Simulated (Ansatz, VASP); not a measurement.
**V in VASP and in Ansatz**

File INCAR:

```
PREC     = Accurate       # precision mode
ENCUT    = 520            # plane-wave cutoff, eV
EDIFF    = 1E-7           # SCF threshold, eV
ISMEAR   = -1             # smearing method
SIGMA    = 0.05           # smearing width, eV
LREAL    = False          # projectors in reciprocal space
LASPH    = True           # aspherical terms in the spheres
NELM     = 150            # most SCF steps
ALGO     = Fast           # electronic algorithm
ISIF     = 2              # what is computed and relaxed
LWAVE    = False          # write WAVECAR
LCHARG   = False          # write CHGCAR
ISPIN    = 2              # spin polarisation
MAGMOM   = 2              # initial moments
LORBIT   = 11             # projections on sites
LMAXMIX  = 4              # l up to which the mixer works
GGA      = PE             # functional
NBANDS   = 16             # bands
```

KPOINTS

```
Automatic mesh
0
Gamma
  12 12 12
```

The input POSCAR:

```
V
1.0
    0.0000000000      1.8822814960      1.8822814960
    1.8822814960      0.0000000000      1.8822814960
    1.8822814960      1.8822814960      0.0000000000
V
1
Direct
    0.0000000000      0.0000000000      0.0000000000
```

input.yaml

```yaml
crystal:
  lattice:
    - [0.0, 1.882281496, 1.882281496]
    - [1.882281496, 0.0, 1.882281496]
    - [1.882281496, 1.882281496, 0.0]
  atoms:
    - { symbol: V, position: [0.0, 0.0, 0.0], spin: 2.0 }
kpoints:
  mp_grid: { grid: [12, 12, 12] }
scf:
  occupations: { method: fermi_dirac, width: 0.05 }
hamiltonian:
  xc: pbe
  pseudopotentials: { kind: all_electron, lapw: { basis_error: 0.0005 } }
magnetization:
  spin_polarized: true
output:
  forces: true
  stress: true
  eigenvalues: true
```

Change from the starting cell: volume scaled by 0.98.

Alike in both runs: task single point; functional PBE; k mesh 12 × 12 × 12; occupations fermi-dirac, width 0.05 eV; collinear spin.

|  | VASP | Ansatz |
| --- | --- | --- |
| version | VASP 6.6.1 | Ansatz 0.2.0 |
| potentials or method | VASP PAW PBE potentials, release 64 (V_sv), cutoff 520 eV | all-electron LAPW, scalar-relativistic |

VASP gave:

```
gap on the k mesh at the Fermi level (eV) : none
pressure (GPa)                            : 8.1
net moment per atom (μB)                  : 0.00
```

Q: Estimate Ansatz's values.

A: gap on the k mesh at the Fermi level (eV): none; pressure (GPa): 7.8; net moment per atom (μB): 0.00.

A gap of «none» marks a metal or a gap that the smearing closes. Ansatz ran all-electron here, and VASP with PAW potentials.
